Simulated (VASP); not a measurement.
Write the native input for VASP 6.6.1 that does the following.

```yaml
Task: single point
Functional: PBE
Potentials_or_basis: VASP PAW PBE potentials, release 64 (Si)
Cutoff: 520 eV
k_mesh: 6 × 6 × 6
Occupations: gaussian, width 0.05 eV
Spin: no spin polarisation
Dipole_correction: no
Further_INCAR_settings: ALGO = Normal; EDIFF = 1e-07; NBANDS = 26
```

The structure of Si lies in POSCAR:

```
Si
1.0
    5.3906388476      0.0277295667     -0.0690381057
   -0.0277295667     -5.5047758945     -0.0212855762
    0.0690381057     -0.0212855762     -5.3706084518
Si
8
Direct
    0.4974227458     -0.0362581034     -0.0163735515
   -0.0267201067      0.5318850950      0.0737954040
   -0.0047488668     -0.0391020490      0.4985447557
    0.5318217812      0.5487220888      0.4502704539
    0.7565000622      0.7616017194      0.7040830808
    0.2908007182      0.2293948824      0.7730659591
    0.2656053158      0.7576511432      0.2614308156
    0.6893183503      0.2461052236      0.2551830824
```

This cell differs from its parent crystal: atoms moved at random and the cell strained at random.

These files were run (other wordings do the same):

INCAR

```
SYSTEM = Si
ALGO     = Normal         ! electronic algorithm
EDIFF    = 1E-7           ! SCF threshold, eV
ENCUT    = 520            ! plane-wave cutoff, eV
GGA      = PE             ! functional
ISIF     = 2              ! what is computed and relaxed
ISMEAR   = 0              ! smearing method
LASPH    = .True.         ! aspherical terms in the spheres
LCHARG   = .False.        ! write CHGCAR
LREAL    = .False.        ! projectors in reciprocal space
LWAVE    = .False.        ! write WAVECAR
NBANDS   = 26             ! bands
NELM     = 80             ! most SCF steps
PREC     = Accurate       ! precision mode
SIGMA    = 0.05           ! smearing width, eV
```

KPOINTS

```
k-points
0
Gamma
  6 6 6
  0 0 0
```

Potentials or basis: VASP PAW PBE potentials, release 64 (Si).

The run is started by

```console
$ cat potpaw_PBE.64/Si/POTCAR > POTCAR
$ mpirun -np 1 vasp_std > vasp.out
```

Results of the run:

```json
{
  "Pressure": "9.7 GPa",
  "Largest force": "7.244 eV/Å",
  "Band gap on the k mesh": "zero (bands 16 and 17 overlap by 0.24 eV)"
}
```

Caveat: the cell differs from its parent crystal (atoms moved at random and the cell strained at random); the cell stands under pressure; semilocal functionals underestimate gaps, and a narrow one can read as zero; forces of over 1 eV/Å act on the atoms, so gaps and moduli don't describe the material at rest.

Wall time 2.4 min on 1 thread of Intel(R) Xeon(R) 6975P-C (Granite Rapids), with other jobs on the host, peak memory 0.44 GiB.
